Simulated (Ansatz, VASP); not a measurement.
## Cd3Pd: VASP beside Ansatz

```xyz
4
Lattice="4.1053 0.0000 0.0000 0.0000 4.1053 0.0000 0.0000 0.0000 4.1053" Properties=species:S:1:pos:R:3 pbc="T T T"
Cd    0.0000    2.0527    2.0527
Cd    2.0527    0.0000    2.0527
Cd    2.0527    2.0527    0.0000
Pd    0.0000    0.0000    0.0000
```

Alike in both runs: functional LDA; k mesh 8 × 8 × 8; occupations fermi-dirac, width 0.05 eV; no spin polarisation.

Ansatz relaxed the structure, and its values are those at the end. VASP's run is a single point on that final structure, the one shown.

|  | VASP | Ansatz |
| --- | --- | --- |
| version | VASP 6.6.1 | Ansatz 0.2.0 |
| potentials or method | VASP PAW LDA potentials, release 64 (Cd_sv_GW, Pd_sv_GW) | PAW with Ansatz's default frozen-core files, scalar-relativistic |
| plane-wave cutoff (eV) | 540 | 420 |
| valence electrons in the cell | 78 | 78 |

```tsv
	VASP	Ansatz	Ansatz less VASP
pressure (GPa)	-2.4	0.0	+2.36
```

LDA's correlation is that of Perdew and Zunger in VASP and of Perdew and Wang (1992) in Ansatz.
